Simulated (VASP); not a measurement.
# ZrSi2O6 (I4/mmm) in VASP: a series of runs

ZrSi2O6 is run at these levels: PBE; tasks: single point, relaxation of cell and atoms.

All numbers are computed with VASP 6.6.1; they aren't measurements. Logs are shortened: lines on timing, memory, paths and dates and some standing lists are left out, and cuts for length are marked.

## 1. The cell of the first run

It takes space group I4/mmm (No. 139, tetragonal). The conventional cell has a = 3.633 Å, b = 3.633 Å, c = 15.412 Å, α = 90.00°, β = 90.00°, γ = 90.00°. Zr (site symmetry 4/mmm) has 8 O at 2.22 Å within 2.9 Å. Within 2.9 Å of Si (site symmetry 4mm) lie 8 O at 2.22 Å. O (site symmetry 2mm) has 2 Zr at 2.22 Å and 2 Si at 2.22 Å and 6 O at 2.57 Å within 2.9 Å. O (site symmetry -4m2) has 4 Si at 2.22 Å and 6 O at 2.57 Å within 2.9 Å.

## 2. Single point, PBE

INCAR reads:

```
PREC = Accurate
ENCUT = 520
EDIFF = 1E-6
ISMEAR = 0
SIGMA = 0.1
LREAL = F
LASPH = T
NELM = 60
ALGO = Normal
ISIF = 2
LWAVE = F
LCHARG = F
GGA = PE
NBANDS = 38
```

KPOINTS reads:

```
Automatic mesh
0
Gamma
  6 6 6
```

POSCAR reads:

```
ZrSi2O6
1.0
   -1.8162884400      1.8162884400      7.7058592300
    1.8162884400     -1.8162884400      7.7058592300
    1.8162884400      1.8162884400     -7.7058592300
Zr Si O
1 2 6
Direct
    0.5000000000      0.5000000000      0.0000000000
    0.8333333300      0.8333333300      0.0000000000
    0.1666666700      0.1666666700      0.0000000000
    0.9166666700      0.4166666700      0.5000000000
    0.5833333300      0.0833333300      0.5000000000
    0.2500000000      0.7500000000      0.5000000000
    0.0833333300      0.5833333300      0.5000000000
    0.7500000000      0.2500000000      0.5000000000
    0.4166666700      0.9166666700      0.5000000000
```

Potentials or basis: VASP PAW PBE potentials, release 64 (Zr_sv, Si, O).

Run with:

```
$ cat potpaw_PBE.64/Zr_sv/POTCAR potpaw_PBE.64/Si/POTCAR potpaw_PBE.64/O/POTCAR > POTCAR
$ mpirun -np 1 vasp_std > vasp.out
```

OUTCAR:

```text
PREC = Accurate
   ENCUT = 520
   EDIFF = 1E-6
   ISMEAR = 0
   LREAL = F
   LASPH = T
   NELM = 60
   ISIF = 2
   GGA = PE

 ion  position               nearest neighbor table
   1  0.500  0.500  0.000-   7 2.22   5 2.22   4 2.22   9 2.22   5 2.22   7 2.22   9 2.22   4 2.22

   2  0.833  0.833  0.000-   6 2.22   8 2.22   8 2.22   6 2.22   4 2.22   9 2.22   9 2.22   4 2.22

   3  0.167  0.167  0.000-   8 2.22   6 2.22   6 2.22   8 2.22   5 2.22   7 2.22   7 2.22   5 2.22

   4  0.917  0.417  0.500-   1 2.22   1 2.22   2 2.22   2 2.22
   5  0.583  0.083  0.500-   1 2.22   1 2.22   3 2.22   3 2.22
   6  0.250  0.750  0.500-   2 2.22   3 2.22   2 2.22   3 2.22
   7  0.083  0.583  0.500-   1 2.22   1 2.22   3 2.22   3 2.22
   8  0.750  0.250  0.500-   2 2.22   3 2.22   2 2.22   3 2.22
   9  0.417  0.917  0.500-   1 2.22   1 2.22   2 2.22   2 2.22

  LATTYP: Found a body centered tetragonal cell.
 ALAT       =     3.6325768800
 C/A-ratio  =     4.2426406843

  Lattice vectors:

 A1 = (  -1.8162884400,   1.8162884400,   7.7058592300)
 A2 = (   1.8162884400,  -1.8162884400,   7.7058592300)
 A3 = (   1.8162884400,   1.8162884400,  -7.7058592300)

Analysis of symmetry for initial positions (statically):
=====================================================================
 Subroutine PRICEL returns:
 Original cell was already a primitive cell.

 Routine SETGRP: Setting up the symmetry group for a
 body centered tetragonal supercell.

 Subroutine GETGRP returns: Found 16 space group operations
 (whereof 16 operations were pure point group operations)
 out of a pool of 16 trial point group operations.

The static configuration has the point symmetry D_4h.

Analysis of symmetry for dynamics (positions and initial velocities):
=====================================================================
 Subroutine PRICEL returns:
 Original cell was already a primitive cell.

 Routine SETGRP: Setting up the symmetry group for a
 body centered tetragonal supercell.

 Subroutine GETGRP returns: Found 16 space group operations
 (whereof 16 operations were pure point group operations)
 out of a pool of 16 trial point group operations.

The dynamic configuration has the point symmetry D_4h.

 Subroutine INISYM returns: Found 16 space group operations
 (whereof 16 operations are pure point group operations),
 and found     1 'primitive' translations

----------------------------------------------------------------------------------------

                                     Primitive cell

  volume of cell :     101.6836

  direct lattice vectors                    reciprocal lattice vectors
    -1.816288440  1.816288440  7.705859230     0.000000000  0.275286672  0.064885691
     1.816288440 -1.816288440  7.705859230     0.275286672  0.000000000  0.064885691
     1.816288440  1.816288440 -7.705859230     0.275286672  0.275286672  0.000000000

  length of vectors
     8.122688832  8.122688832  8.122688832     0.282830169  0.282830169  0.389314145

  position of ions in fractional coordinates (direct lattice)
     0.500000000  0.500000000  0.000000000
     0.833333330  0.833333330  0.000000000
     0.166666670  0.166666670  0.000000000
     0.916666670  0.416666670  0.500000000
     0.583333330  0.083333330  0.500000000
     0.250000000  0.750000000  0.500000000
     0.083333330  0.583333330  0.500000000
     0.750000000  0.250000000  0.500000000
     0.416666670  0.916666670  0.500000000

  ion indices of the primitive-cell ions
   primitive index   ion index
                 1           1
                 2           2
                 3           3
                 4           4
                 5           5
                 6           6
                 7           7
                 8           8
                 9           9

----------------------------------------------------------------------------------------

 KPOINTS: Automatic mesh

Automatic generation of k-mesh.
 Grid dimensions read from file:
 generate k-points for:    6    6    6

 Generating k-lattice:

  Cartesian coordinates                     Fractional coordinates (reciprocal lattice)
     0.000000000  0.045881112  0.010814282     0.166666667 -0.000000000  0.000000000
     0.045881112  0.000000000  0.010814282    -0.000000000  0.166666667  0.000000000
     0.045881112  0.045881112  0.000000000     0.000000000  0.000000000  0.166666667

  Length of vectors
     0.047138362  0.047138362  0.064885691

  Shift w.r.t. Gamma in fractional coordinates (k-lattice)
     0.000000000  0.000000000  0.000000000

 Subroutine IBZKPT returns following result:
 ===========================================

 Found     30 irreducible k-points:

 Following reciprocal coordinates:
            Coordinates               Weight
  0.000000  0.000000  0.000000      1.000000
  0.166667 -0.000000  0.000000      8.000000
  0.333333 -0.000000  0.000000      8.000000
  0.500000 -0.000000  0.000000      4.000000
[... 55 lines left out ...]
 non-spin polarized calculation
 Gauss-broadening in eV      SIGMA  =   0.10
  energy-cutoff  :      520.00
  volume of cell :      101.68
 maximum number of plane-waves:      2785
   NGX = 31   NGY = 31   NGZ = 31

 number of electron      56.0000016 magnetization

 Free energy of the ion-electron system (eV)
  ---------------------------------------------------
  ext. energy  EPLUGINS =         0.00000000
  ---------------------------------------------------
  free energy    TOTEN  =       -64.64717210 eV

  energy without entropy =      -64.64492704  energy(sigma->0) =      -64.64604957

 E-fermi :   5.3577     XC(G=0): -10.9328

 val. band max:        5.3456316842   @ k =   0.5000   0.5000   0.0000
 cond. band min:       5.5649961734   @ k =  -0.3333  -0.3333   0.3333
 fundamental gap:      0.2193644892
 Fermi energy:         5.3577152786

 k-point     1 :       0.0000    0.0000    0.0000
  band No.  band energies     occupation
      1     -43.0515      2.00000
      2     -21.1941      2.00000
      3     -20.9957      2.00000
      4     -20.9957      2.00000
      5     -13.5117      2.00000
      6     -12.4826      2.00000
[... 30 lines left out ...]
     37      12.2004      0.00000
     38      12.2006      0.00000

 k-point     2 :       0.1667   -0.0000    0.0000
  band No.  band energies     occupation
      1     -43.0481      2.00000
      2     -21.1694      2.00000
      3     -21.0899      2.00000
      4     -20.9919      2.00000
      5     -13.3297      2.00000
      6     -12.3724      2.00000
[... 30 lines left out ...]
     37      11.9614      0.00000
     38      12.3436      0.00000

 k-point     3 :       0.3333   -0.0000    0.0000
  band No.  band energies     occupation
      1     -43.0413      2.00000
      2     -21.2699      2.00000
      3     -21.1193      2.00000
      4     -20.9842      2.00000
      5     -12.8611      2.00000
      6     -12.1270      2.00000
[... 30 lines left out ...]
     37      11.9945      0.00000
     38      12.6816      0.00000

 k-point     4 :       0.5000   -0.0000    0.0000
  band No.  band energies     occupation
      1     -43.0379      2.00000
      2     -21.3561      2.00000
      3     -21.0938      2.00000
      4     -20.9804      2.00000
      5     -12.3452      2.00000
      6     -12.1786      2.00000
[... 30 lines left out ...]
     37      12.4552      0.00000
     38      12.5825      0.00000
[... 703 lines left out ...]
      4     -20.9842      2.00000
      5     -12.8064      2.00000
      6     -12.2862      2.00000
[... 30 lines left out ...]
     37      12.0313      0.00000
     38      12.5704      0.00000

 k-point    23 :      -0.3333   -0.3333    0.1667
  band No.  band energies     occupation
      1     -43.0447      2.00000
      2     -21.1453      2.00000
      3     -21.0885      2.00000
      4     -21.0827      2.00000
      5     -13.0723      2.00000
      6     -12.5159      2.00000
[... 30 lines left out ...]
     37      11.9550      0.00000
     38      12.3340      0.00000

 k-point    24 :      -0.1667   -0.3333    0.1667
  band No.  band energies     occupation
      1     -43.0481      2.00000
      2     -21.1695      2.00000
      3     -21.0899      2.00000
      4     -20.9919      2.00000
      5     -13.2660      2.00000
      6     -12.5789      2.00000
[... 30 lines left out ...]
     37      11.9482      0.00000
     38      12.6125      0.00000

 [... further k-points ...]

------------------------ aborting loop because EDIFF is reached ----------------------------------------

  FORCE on cell =-STRESS in cart. coord.  units (eV):
  Direction    XX          YY          ZZ          XY          YZ          ZX
  --------------------------------------------------------------------------------------
  -------------------------------------------------------------------------------------
  Total      -17.1391895    -17.1391895    -18.2162173      0.0000000      0.0000000      0.0000000
  in kB     -270.0537191   -270.0537191   -287.0239125      0.0000000      0.0000000      0.0000000
  external PRESSURE =    -275.7104502 kB  Pullay stress =       0.0000000 kB

 VOLUME and BASIS-vectors are now :
 -----------------------------------------------------------------------------
  energy-cutoff  :      520.00
  volume of cell :      101.68
      direct lattice vectors                 reciprocal lattice vectors
    -1.816288440  1.816288440  7.705859230     0.000000000  0.275286672  0.064885691
     1.816288440 -1.816288440  7.705859230     0.275286672  0.000000000  0.064885691
     1.816288440  1.816288440 -7.705859230     0.275286672  0.275286672  0.000000000

 POSITION                                       TOTAL-FORCE (eV/Angst)
 -----------------------------------------------------------------------------------
      0.00000      0.00000      7.70586        -0.000000     -0.000000     -0.000000
      0.00000      0.00000     12.84310         0.000000      0.000000     -0.082761
      0.00000      0.00000      2.56862        -0.000000     -0.000000      0.082761
      0.00000      1.81629      6.42155        -0.000000      0.000000     -1.420954
      0.00000      1.81629      1.28431        -0.000000      0.000000      1.420954
      1.81629      0.00000      3.85293        -0.000000     -0.000000     -0.000000
      1.81629      0.00000      1.28431         0.000000     -0.000000      1.420954
      0.00000      1.81629      3.85293        -0.000000     -0.000000     -0.000000
      1.81629      0.00000      6.42155         0.000000     -0.000000     -1.420954
 -----------------------------------------------------------------------------------
    total drift:                               -0.000000     -0.000000      0.000000

  FREE ENERGIE OF THE ION-ELECTRON SYSTEM (eV)
  ---------------------------------------------------
  free  energy   TOTEN  =       -64.6471720968 eV

  energy  without entropy=      -64.6449270372  energy(sigma->0) =      -64.64604957
```

Wall time 2.7 min (1 thread of Intel Xeon 6975P-C (Granite Rapids), shared host); peak memory 0.52 GiB.

What came out:

- Free energy: -64.6472 eV
- Pressure: -27.6 GPa
- Largest force: 1.421 eV/Å
- Band gap on the k mesh: zero (bands 28 and 29 overlap by 0.54 eV)

Forces in eV/Å, atoms in the order of the input:
```
Zr   0.000  0.000  0.000
Si   0.000  0.000 -0.083
Si   0.000  0.000  0.083
O    0.000  0.000 -1.421
O    0.000  0.000  1.421
O    0.000  0.000  0.000
O    0.000  0.000  1.421
O    0.000  0.000  0.000
O    0.000  0.000 -1.421
```

Caveat: the cell stands under tension; forces of over 1 eV/Å act on the atoms, so gaps and moduli don't describe the material at rest.

## 3. Single point, PBE

This run uses another cell than the first one, of 9.17 Å³/atom.

INCAR reads:

```
SYSTEM = ZrSi2O6
  ALGO = Normal
  EDIFF = 1E-6
  ENCUT = 520
  GGA = PE
  ISIF = 2
  ISMEAR = 0
  LASPH = .True.
  LCHARG = .False.
  LREAL = .False.
  LWAVE = .False.
  NBANDS = 38
  NELM = 80
  PREC = Accurate
  SIGMA = 0.1
```

KPOINTS reads:

```
k-points
0
Gamma
  6 6 6
  0 0 0
```

POSCAR reads:

```
ZrSi2O6
1.0
   -1.6864006635      1.6864006635      7.2528078221
    1.6864006635     -1.6864006635      7.2528078221
    1.6864006635      1.6864006635     -7.2528078221
Zr Si O
1 2 6
Direct
    0.5000000000      0.5000000000      0.0000000000
    0.8293546370      0.8293546370      0.0000000000
    0.1706453630      0.1706453630      0.0000000000
    0.9073568776      0.4073568776      0.5000000000
    0.5926431224      0.0926431224      0.5000000000
    0.2500000000      0.7500000000      0.5000000000
    0.0926431224      0.5926431224      0.5000000000
    0.7500000000      0.2500000000      0.5000000000
    0.4073568776      0.9073568776      0.5000000000
```

Potentials or basis: VASP PAW PBE potentials, release 64 (Zr_sv, Si, O).

Run with:

```
$ cat potpaw_PBE.64/Zr_sv/POTCAR potpaw_PBE.64/Si/POTCAR potpaw_PBE.64/O/POTCAR > POTCAR
$ mpirun -np 1 vasp_std > vasp.out
```

Wall time 2.2 min (1 thread of Intel Xeon 6975P-C (Granite Rapids), shared host); peak memory 0.51 GiB.

The run converged. Its results:

```
Free energy            : -67.0998 eV
Pressure               : 0.4 GPa
Largest force          : 0.005 eV/Å
Band gap on the k mesh : 0.32 eV (least direct gap 0.59 eV)
```

Forces on the atoms (eV/Å):
```
Zr   0.000  0.000  0.000
Si   0.000  0.000 -0.004
Si   0.000  0.000  0.004
O    0.000  0.000 -0.005
O    0.000  0.000  0.005
O    0.000  0.000  0.000
O    0.000  0.000  0.005
O    0.000  0.000  0.000
O    0.000  0.000 -0.005
```

Levels at points of the mesh, in eV from the valence-band top:
```
           k point  band 25  band 26  band 27  band 28  band 29  band 30  band 31  band 32
(0.00, 0.00, 0.00)    -1.50    -1.45    -0.63    -0.63     0.32     2.03     3.71     3.87
(0.50, 0.00, 0.00)    -2.35    -2.22    -1.73    -0.97     3.63     4.06     4.66     4.85
(0.50, 0.50, 0.00)    -0.82    -0.21    -0.15     0.00     0.59     3.69     5.13     5.27
(0.50, 0.50, 0.50)    -1.01    -0.81    -0.81    -0.04     1.30     2.08     3.41     3.87
```

A k mesh can miss the band edges.

## 4. Relaxation of cell and atoms, PBE

INCAR reads:

```
SYSTEM = ZrSi2O6
ALGO = Normal
EDIFF = 1E-7
EDIFFG = -0.04
ENCUT = 600
GGA = PE
IBRION = 2
ISIF = 3
ISMEAR = 0
LASPH = .TRUE.
LCHARG = .FALSE.
LREAL = .FALSE.
LWAVE = .FALSE.
NELM = 80
NSW = 90
PREC = Accurate
SIGMA = 0.1
```

KPOINTS reads:

```
k-points
0
G
  6 6 6
  0 0 0
```

POSCAR reads:

```
ZrSi2O6
1.0
   -1.8162884400      1.8162884400      7.7058592300
    1.8162884400     -1.8162884400      7.7058592300
    1.8162884400      1.8162884400     -7.7058592300
Zr Si O
1 2 6
Direct
    0.5000000000      0.5000000000      0.0000000000
    0.8333333300      0.8333333300      0.0000000000
    0.1666666700      0.1666666700      0.0000000000
    0.9166666700      0.4166666700      0.5000000000
    0.5833333300      0.0833333300      0.5000000000
    0.2500000000      0.7500000000      0.5000000000
    0.0833333300      0.5833333300      0.5000000000
    0.7500000000      0.2500000000      0.5000000000
    0.4166666700      0.9166666700      0.5000000000
```

Run with:

```
$ cat potpaw_PBE.64/Zr_sv/POTCAR potpaw_PBE.64/Si/POTCAR potpaw_PBE.64/O/POTCAR > POTCAR
$ mpirun -np 1 vasp_std > vasp.out
```

It took 37 min on 1 thread of Intel Xeon 6975P-C (Granite Rapids), shared host; peak memory 0.86 GiB.

Results (log left out):

```yaml
Free_energy: -67.1783 eV
Relaxed_volume: 9.16 Å³/atom
Relaxed_cell: a = 7.630 Å, b = 7.630 Å, c = 7.630 Å, α = 154.46°, β = 154.46°, γ = 36.43°
Space_group_after_relaxing_to_0.1_Å: I4/mmm (No. 139)
Energy_gained_by_relaxing: 280.0 meV/atom
Ionic_steps: 9
Pressure_after_relaxing: 0.2 GPa
Largest_force_after_relaxing: 0.027 eV/Å
Band_gap_on_the_k_mesh: 0.33 eV (least direct gap 0.61 eV)
```

Forces on the atoms (eV/Å):
```
Zr   0.000  0.000  0.000
Si   0.000  0.000  0.027
Si   0.000  0.000 -0.027
O    0.000  0.000 -0.017
O    0.000  0.000  0.017
O    0.000  0.000  0.000
O    0.000  0.000  0.017
O    0.000  0.000  0.000
O    0.000  0.000 -0.017
```

Stress tensor (GPa, compression positive):
```
0.08 0.00 0.00
0.00 0.08 0.00
0.00 0.00 0.46
```

The path:
| step | energy change (eV) | largest force (eV/Å) | pressure (GPa) | volume (Å³) |
| --- | --- | --- | --- | --- |
| 1 | 0.0000 | 1.4211 | -27.76 | 101.68 |
| 2 | -1.5649 | 2.1165 | 30.45 | 75.51 |
| 3 | -2.1166 | 2.0172 | 3.04 | 82.94 |
| 4 | -2.4661 | 1.0896 | 2.19 | 81.77 |
| 5 | -2.4746 | 1.0205 | 2.11 | 81.93 |
| 6 | -2.5009 | 0.5642 | -1.75 | 83.08 |
| 7 | -2.5201 | 0.0486 | -0.34 | 82.63 |
| 8 | -2.5201 | 0.0678 | -0.29 | 82.61 |
| 9 | -2.5203 | 0.0268 | 0.20 | 82.45 |

Final structure:
```
Zr Si O
1.0
    -1.68637    1.68637    7.24794
     1.68637   -1.68637    7.24794
     1.68637    1.68637   -7.24794
Zr Si O
1 2 6
Cartesian
  1.6864 1.6864 0.0000
  0.0000 0.0000 12.0215
  0.0000 0.0000 2.4744
  0.0000 1.6864 5.9053
  0.0000 1.6864 1.3426
  1.6864 0.0000 3.6240
  1.6864 0.0000 1.3426
  0.0000 1.6864 3.6240
  1.6864 0.0000 5.9053
```

Levels at points of the mesh, in eV from the valence-band top:
```
           k point  band 25  band 26  band 27  band 28  band 29  band 30  band 31  band 32
(0.00, 0.00, 0.00)    -1.49    -1.45    -0.62    -0.62     0.33     2.03     3.72     3.88
(0.50, 0.00, 0.00)    -2.34    -2.21    -1.73    -0.96     3.65     4.07     4.66     4.86
(0.50, 0.50, 0.00)    -0.83    -0.21    -0.16     0.00     0.61     3.70     5.14     5.29
(0.50, 0.50, 0.50)    -1.02    -0.80    -0.80    -0.04     1.30     2.09     3.42     3.88
```

Caveat: the volume moved by over 15 % at a fixed basis, so the end points are rough. A k mesh can miss the band edges.

## 5. The runs side by side

```csv
task,cell,cutoff (eV),gap on the mesh (eV),pressure (GPa),largest force (eV/Å)
single point,"a = 8.123 Å, angles 154.2, 154.2, 36.9°, 9 atoms, atomic positions A",520,none,-27.6,1.42
single point,"a = 7.635 Å, angles 154.5, 154.5, 36.4°, 9 atoms, atomic positions B",520,0.32,0.4,-
relaxation of cell and atoms,"relaxed from a = 8.123 Å, angles 154.2, 154.2, 36.9°, 9 atoms, atomic positions A",600,0.33,0.2,0.03
```

Alike in all rows: level PBE; potentials or basis VASP PAW PBE potentials, release 64 (Zr_sv, Si, O); no spin polarisation; k mesh 6 × 6 × 6; smearing gaussian 0.1 eV.

Caveats: the cell stands under tension (at least some runs); forces of over 1 eV/Å act on the atoms, so gaps and moduli don't describe the material at rest (at least some runs); the volume moved by over 15 % at a fixed basis, so the end points are rough (at least some runs).

Total energies depend on the potentials used, so only differences within one code and one set of settings carry meaning.
